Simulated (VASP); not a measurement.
A run of VASP 6.6.1 is set up as follows.

The input INCAR:

```
SYSTEM = Os
  PREC = Accurate
  ENCUT = 520
  EDIFF = 1E-6
  ISMEAR = 0
  SIGMA = 0.15
  LREAL = .False.
  LASPH = .True.
  NELM = 100
  ALGO = Normal
  ISIF = 2
  LWAVE = .False.
  LCHARG = .False.
  GGA = PS
  NBANDS = 10
```

Contents of KPOINTS:

```
regular mesh
0
Gamma
  24 24 24
  0 0 0
```

Contents of POSCAR:

```
Os
1.0
    0.0000000000      1.9450000000      1.9450000000
    1.9450000000      0.0000000000      1.9450000000
    1.9450000000      1.9450000000      0.0000000000
Os
1
Direct
    0.0000000000      0.0000000000      0.0000000000
```

Potentials or basis: VASP PAW PBE potentials, release 64 (Os).

The run is started by

```console
$ cat potpaw_PBE.64/Os/POTCAR > POTCAR
$ mpirun -np 1 vasp_std > vasp.out
```

**Question.** What does it give for the band gap on the k mesh?

**Answer.** Zero (band 4 reaches 10.67 eV, above the bottom of band 5 at 7.10 eV).

**Question.** Estimate the pressure.

**Answer.** -20.1 GPa.

Caveat: the PAW data sets were made with another functional, which shifts forces and pressure a little; spin-orbit coupling is left out, which moves the levels of the heavy elements.
